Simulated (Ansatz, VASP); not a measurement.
**One calculation of Al2InN3, two programs**

```
CELL_PARAMETERS angstrom
4.91700 -2.82772 0.00000
4.91700 2.82772 0.00000
0.00000 0.00000 5.24941
ATOMIC_POSITIONS crystal
Al 0.00843 0.33487 0.99174
Al 0.66513 0.99157 0.99174
Al 0.99157 0.66513 0.49174
Al 0.33487 0.00843 0.49174
In 0.32208 0.67792 0.98700
In 0.67792 0.32208 0.48700
N 0.03669 0.33362 0.35573
N 0.66638 0.96331 0.35573
N 0.96331 0.66638 0.85573
N 0.33362 0.03669 0.85573
N 0.29832 0.70168 0.40606
N 0.70168 0.29832 0.90606
```

Alike in both runs: functional PBE; k mesh 6 × 6 × 6; occupations gaussian, width 0.02 eV; no spin polarisation.

Ansatz relaxed the structure, and its values are those at the end. VASP's run is a single point on that final structure, the one shown.

```csv
,VASP,Ansatz
version,VASP 6.6.1,Ansatz 0.2.0
potentials or method,"VASP PAW PBE potentials, release 64 (Al, In_d, N), cutoff 520 eV","scalar-relativistic, plane waves, PAW"
valence electrons in the cell,68,68
```

```csv
,VASP,Ansatz,Ansatz less VASP
gap on the k mesh at the Fermi level (eV),2.16,2.16,-0.001
least direct gap on the mesh (eV),2.16,2.16,-0.001
pressure (GPa),-0.1,0.0,+0.10
rms of the force components (eV/Å),0.012,0.000,-0.0121
```
